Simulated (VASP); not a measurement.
MgCdO:

```
Mg Cd O
1.0
     3.22786    0.00000    0.00000
     0.00000    3.22786    0.00000
     0.00000    0.00000    4.43754
Mg Cd O
1 1 1
Direct
  0.00000 0.00000 0.50000
  0.00000 0.00000 0.00000
  0.50000 0.50000 0.00000
```

The cell was built from a structure type or drawn by symmetry, and may not be a known phase.

```yaml
Program: VASP 6.6.1
Task: relaxation of cell and atoms
Functional: PBE
Potentials_or_basis: VASP PAW PBE potentials, release 64 (Mg_sv, Cd_sv_GW, O)
Cutoff: 750 eV
k_mesh: 6 × 6 × 4
Occupations: gaussian, width 0.1 eV
Spin: no spin polarisation
```

At the start: pressure 27.4 GPa; volume 15.41 Å³/atom.

Question: Where does the relaxation end?

Answer: Over 7 steps the energy falls by 780.1 meV/atom and the volume is 20.16 Å³/atom (+30.8 %); space group P4/mmm (No. 123, to 0.1 Å) before and after.

The path:
```tsv
step	energy change (eV)	largest force (eV/Å)	pressure (GPa)	volume (Å³)
1	0.0000	0.0000	27.39	46.23
2	-2.1838	0.0000	-4.53	64.84
3	-2.1822	0.0000	-3.24	63.18
4	-2.1855	0.0000	-4.18	64.38
5	-2.3383	0.0000	0.31	60.15
6	-2.3385	0.0000	0.53	60.01
7	-2.3402	0.0000	0.10	60.47
```

Final structure:
```yaml
crystal:
  lattice:
    - [3.17659, 0.00000, 0.00000]
    - [0.00000, 3.17659, 0.00000]
    - [0.00000, 0.00000, 5.99238]
  atoms:
    - { symbol: Mg, position: [0.00000, 0.00000, 0.50000] }
    - { symbol: Cd, position: [0.00000, 0.00000, 0.00000] }
    - { symbol: O, position: [0.50000, 0.50000, 0.00000] }
```

Caveat: the volume moved by over 15 % at a fixed basis, so the end points are rough.
